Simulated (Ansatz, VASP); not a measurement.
# SiO2 in VASP and in Ansatz

The input POSCAR:

```
SiO2
1.0
   -2.6572070660      3.3196508485      4.0044864065
    2.6572070660     -3.3196508485      4.0044864065
    2.6572070660      3.3196508485     -4.0044864065
Si O
4 8
Direct
    0.8334521923      0.8071225851      0.0263296071
    0.7192070220      0.1928774149      0.5263296071
    0.1665478077      0.1928774149      0.9736703929
    0.2807929780      0.8071225851      0.4736703929
   -0.0161601213      0.7338398787      0.2500000000
    1.0161601213      0.2661601213      0.7500000000
    0.6712123407      0.5000000000      0.6712123407
    0.3287876593      0.0000000000      0.8287876593
    0.3287876593      0.5000000000      0.3287876593
    0.6712123407      0.0000000000      0.1712123407
    0.0000000000      0.0000000000      0.0000000000
    0.5000000000      0.0000000000      0.5000000000
```

Contents of INCAR.step1:

```
SYSTEM = SiO2
ALGO = Normal
EDIFF = 1E-4
ENCUT = 520
GGA = PE
ISMEAR = 0
LASPH = .TRUE.
LCHARG = .FALSE.
LREAL = .FALSE.
LWAVE = .TRUE.
NBANDS = 44
NELM = 100
PREC = Accurate
SIGMA = 0.02
```

Contents of INCAR.step2:

```
SYSTEM = SiO2
ALGO = Normal
EDIFF = 1E-7
ENCUT = 520
ISIF = 2
ISMEAR = 0
ISTART = 1
LASPH = .TRUE.
LCHARG = .FALSE.
LMIXTAU = .TRUE.
LREAL = .FALSE.
LWAVE = .FALSE.
METAGGA = R2SCAN
NBANDS = 44
NELM = 100
PREC = Accurate
SIGMA = 0.02
```

File KPOINTS:

```
k-points
0
G
  6 6 6
  0 0 0
```

Input for Ansatz:

```yaml
crystal:
  lattice:
    - [-2.657207066, 3.3196508485, 4.0044864065]
    - [2.657207066, -3.3196508485, 4.0044864065]
    - [2.657207066, 3.3196508485, -4.0044864065]
  atoms:
    - { symbol: Si, position: [0.8334521923, 0.8071225851, 0.0263296071] }
    - { symbol: Si, position: [0.719207022, 0.1928774149, 0.5263296071] }
    - { symbol: Si, position: [0.1665478077, 0.1928774149, 0.9736703929] }
    - { symbol: Si, position: [0.280792978, 0.8071225851, 0.4736703929] }
    - { symbol: O, position: [-0.0161601213, 0.7338398787, 0.25] }
    - { symbol: O, position: [1.0161601213, 0.2661601213, 0.75] }
    - { symbol: O, position: [0.6712123407, 0.5, 0.6712123407] }
    - { symbol: O, position: [0.3287876593, 0.0, 0.8287876593] }
    - { symbol: O, position: [0.3287876593, 0.5, 0.3287876593] }
    - { symbol: O, position: [0.6712123407, 0.0, 0.1712123407] }
    - { symbol: O, position: [0.0, 0.0, 0.0] }
    - { symbol: O, position: [0.5, 0.0, 0.5] }
basis:
  ecutwfc: 500
kpoints:
  mp_grid: { grid: [6, 6, 6] }
  band_path: { path: [VBM, CBM], npoints: 2 }
hamiltonian:
  xc: r2scan
scf:
  occupations: { method: gaussian, width: 0.02 }
output:
  forces: true
  stress: true
  eigenvalues: true
checkpoint:
  read: start.run
  write: ck
  compress: false
  write_wavefunctions: false
  write_every: 100000
```

Alike in both runs: task single point; functional r2SCAN; k mesh 6 × 6 × 6; occupations gaussian, width 0.02 eV; no spin polarisation.

|  | VASP | Ansatz |
| --- | --- | --- |
| version | VASP 6.6.1 | Ansatz 0.2.0 |
| potentials or method | VASP PAW PBE potentials, release 64 (Si, O), cutoff 520 eV | scalar-relativistic, plane waves, PAW |
| valence electrons in the cell | 64 | 64 |

Ansatz gave:

```
gap on the k mesh at the Fermi level (eV)                     : 5.93
least direct gap on the mesh (eV)                             : 6.09
pressure (GPa)                                                : 25.0
traceless stress, the component that is largest in VASP (GPa) : -0.02
rms of the force components (eV/Å)                            : 0.001
```

What did VASP give for the same quantities?

gap on the k mesh at the Fermi level (eV): 5.92; least direct gap on the mesh (eV): 6.08; pressure (GPa): 25.4; traceless stress, the component that is largest in VASP (GPa): 0.28; rms of the force components (eV/Å): 0.028.

VASP's potentials were made for PBE, not for r2SCAN. Atom by atom the forces differ by 0.027 eV/Å (rms over components). With one functional, cell and mesh, what is left measures potentials, basis and numerics.
